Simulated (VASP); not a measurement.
Input of a VASP 6.6.1 run:

File POSCAR:

```
Zn
1.0
    2.6187264646      0.0000000000      0.0000000000
   -1.3093632323      2.2678836439      0.0000000000
    0.0000000000      0.0000000000      4.8388970683
Zn
2
Direct
    0.3333333333      0.6666666667      0.2500000000
    0.6666666667      0.3333333333      0.7500000000
```

File INCAR.step1:

```
ALGO = Normal
EDIFF = 1E-4
ENCUT = 520
GGA = PE
ISMEAR = -1
LASPH = True
LCHARG = False
LREAL = False
LWAVE = True
NBANDS = 19
NELM = 80
PREC = Accurate
SIGMA = 0.1
```

INCAR.step2

```
ALGO = Normal
EDIFF = 1E-7
ENCUT = 520
ISIF = 2
ISMEAR = -1
ISTART = 1
LASPH = True
LCHARG = True
LELF = True
LMIXTAU = True
LREAL = False
LVHAR = True
LWAVE = False
METAGGA = R2SCAN
NBANDS = 19
NELM = 80
PREC = Accurate
SIGMA = 0.1
```

File KPOINTS:

```
k-points
0
Gamma
  14 14 7
```

Potentials or basis: VASP PAW PBE potentials, release 64 (Zn).

Run with:

```console
$ cat potpaw_PBE.64/Zn/POTCAR > POTCAR
$ cp INCAR.step1 INCAR
$ mpirun -np 1 vasp_std > vasp.out
$ cp INCAR.step2 INCAR
$ mpirun -np 1 vasp_std > vasp.out
```

Question: What does it give for the band gap on the k mesh?

Answer: Zero (band 12 reaches 4.88 eV, above the bottom of band 13 at 0.38 eV).

Question: What does it give for the pressure?

Answer: 0.5 GPa.

Stress tensor (GPa, compression positive):
```
 1.10  0.00  0.00
 0.00  1.10  0.00
 0.00  0.00 -0.56
```

Caveat: the PAW data sets were made with another functional, which shifts forces and pressure a little.
